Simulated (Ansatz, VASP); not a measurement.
# Be2AlI in VASP and in Ansatz

```xyz
4
Lattice="3.5526 0.0000 0.0000 0.0000 3.5526 0.0000 0.0000 0.0000 6.7276" Properties=species:S:1:pos:R:3 pbc="T T T"
Be    1.7763    0.0000    5.0828
Be    0.0000    1.7763    1.6448
Al    1.7763    1.7763    0.0000
I     0.0000    0.0000    3.3638
```

Change from the starting cell: species swapped into the Zn2SeS type (P-4m2, No. 115).

Alike in both runs: functional PBE; k mesh 14 × 14 × 8; occupations gaussian, width 0.1 eV; no spin polarisation.

Ansatz relaxed the structure, and its values are those at the end. VASP's run is a single point on that final structure, the one shown.

```csv
,VASP,Ansatz
version,VASP 6.6.1,Ansatz 0.2.0
potentials or method,"VASP PAW PBE potentials, release 64 (Be, Al, I), cutoff 520 eV","scalar-relativistic, plane waves, PAW"
valence electrons in the cell,14,24
```

```csv
,VASP,Ansatz,Ansatz less VASP
gap on the k mesh at the Fermi level (eV),none,none,-
pressure (GPa),0.0,0.0,-0.02
```

A gap of «none» marks a metal or a gap that the smearing closes. VASP's potentials hold 14 valence electrons a cell and Ansatz's 24, so a difference there can come from the potentials and not from the codes.

Neither program's run includes spin-orbit coupling.
